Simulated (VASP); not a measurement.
Write the native input for VASP 6.6.1 that does the following.

| Property | Result |
| --- | --- |
| Task | single point |
| Functional | PBE |
| Potentials or basis | VASP PAW PBE potentials, release 64 (Zn) |
| Cutoff | 520 eV |
| k mesh | 14 × 14 × 7 |
| Occupations | fermi-dirac, width 0.6 eV |
| Spin | no spin polarisation |
| Dipole correction | no |
| Further INCAR settings | ALGO = Normal; EDIFF = 1e-06; NBANDS = 19 |

The structure of Zn lies in POSCAR:

```
Zn
1.0
    2.6556370042      0.0000000000      0.0000000000
   -1.3278185021      2.2998491089      0.0000000000
    0.0000000000      0.0000000000      4.9624616040
Zn
2
Direct
    0.3333333333      0.6666666667      0.2500000000
    0.6666666667      0.3333333333      0.7500000000
```

The input as run:

INCAR

```
SYSTEM = Zn
PREC = Accurate
ENCUT = 520
EDIFF = 1E-6
ISMEAR = -1
SIGMA = 0.6
LREAL = .False.
LASPH = .True.
NELM = 60
ALGO = Normal
ISIF = 2
LWAVE = .False.
LCHARG = .False.
GGA = PE
NBANDS = 19
```

KPOINTS

```
Automatic mesh
0
Gamma
  14 14 7
  0 0 0
```

Potentials or basis: VASP PAW PBE potentials, release 64 (Zn).

The run is started by

```console
$ cat potpaw_PBE.64/Zn/POTCAR > POTCAR
$ mpirun -np 1 vasp_std > vasp.out
```

Results of the run:

| Item | Value |
| --- | --- |
| Pressure | 2.5 GPa |
| Band gap on the k mesh | zero (band 12 reaches 4.59 eV, above the bottom of band 13 at 0.03 eV) |

It took 30 s on 1 thread of Intel(R) Xeon(R) Platinum 8488C (Sapphire Rapids), with other jobs on the host, peak memory 0.17 GiB.
